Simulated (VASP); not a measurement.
Here is a VASP 6.6.1 calculation.

The input INCAR:

```
SYSTEM = TaN
PREC = Accurate
ENCUT = 520
EDIFF = 1E-7
ISMEAR = -1
SIGMA = 0.02
LREAL = .False.
LASPH = .True.
NELM = 60
ALGO = Normal
ISIF = 2
LWAVE = .False.
LCHARG = .True.
GGA = PE
LELF = .True.
LVHAR = .True.
NBANDS = 15
```

KPOINTS

```
Automatic mesh
0
Gamma
  12 12 10
  0 0 0
```

Contents of POSCAR:

```
TaN
1.0
    2.8982913036      0.0000000000      0.0000000000
   -1.4491456518      2.5099938965      0.0000000000
    0.0000000000      0.0000000000      2.8440357641
Ta N
1 1
Direct
    0.3333333333      0.6666666667      0.5000000000
    0.0000000000      0.0000000000      0.0000000000
```

Potentials or basis: VASP PAW PBE potentials, release 64 (Ta_pv, N).

Launch:

```console
$ cat potpaw_PBE.64/Ta_pv/POTCAR potpaw_PBE.64/N/POTCAR > POTCAR
$ mpirun -np 1 vasp_std > vasp.out
```

Problem. Predict the pressure.

Solution. 21.5 GPa.

Problem. Estimate the band gap on the k mesh.

Solution. Zero (band 8 reaches 9.12 eV, above the bottom of band 9 at 8.59 eV).

Stress tensor (GPa, compression positive):
```
20.49  0.00  0.00
 0.00 20.49  0.00
 0.00  0.00 23.62
```

Caveat: spin-orbit coupling is left out, which moves the levels of the heavy elements.
